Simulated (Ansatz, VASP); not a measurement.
## MgI2 in VASP and in Ansatz

```xyz
3
Lattice="4.2076 0.0000 0.0000 -2.1038 3.6439 0.0000 0.0000 0.0000 7.8739" Properties=species:S:1:pos:R:3 pbc="T T T"
Mg    0.0000    0.0000    0.0000
I     0.0000    2.4293    6.2011
I     2.1038    1.2146    1.6728
```

Alike in both runs: functional PBE; k mesh 6 × 6 × 4; occupations gaussian, width 0.02 eV; no spin polarisation.

Ansatz relaxed the structure, and its values are those at the end. VASP's run is a single point on that final structure, the one shown.

|  | VASP | Ansatz |
| --- | --- | --- |
| version | VASP 6.6.1 | Ansatz 0.2.0 |
| potentials or method | VASP PAW PBE potentials, release 64 (Mg, I), cutoff 520 eV | scalar-relativistic, plane waves, PAW |
| valence electrons in the cell | 16 | 44 |

```tsv
	VASP	Ansatz	Ansatz less VASP
gap on the k mesh at the Fermi level (eV)	3.61	3.63	+0.017
least direct gap on the mesh (eV)	3.71	3.73	+0.015
pressure (GPa)	-0.1	0.0	+0.05
rms of the force components (eV/Å)	0.005	0.000	-0.0043
```

With one functional, cell and mesh, what is left measures potentials, basis and numerics. VASP's potentials hold 16 valence electrons a cell and Ansatz's 44, so a difference there can come from the potentials and not from the codes.

Neither program's run includes spin-orbit coupling.
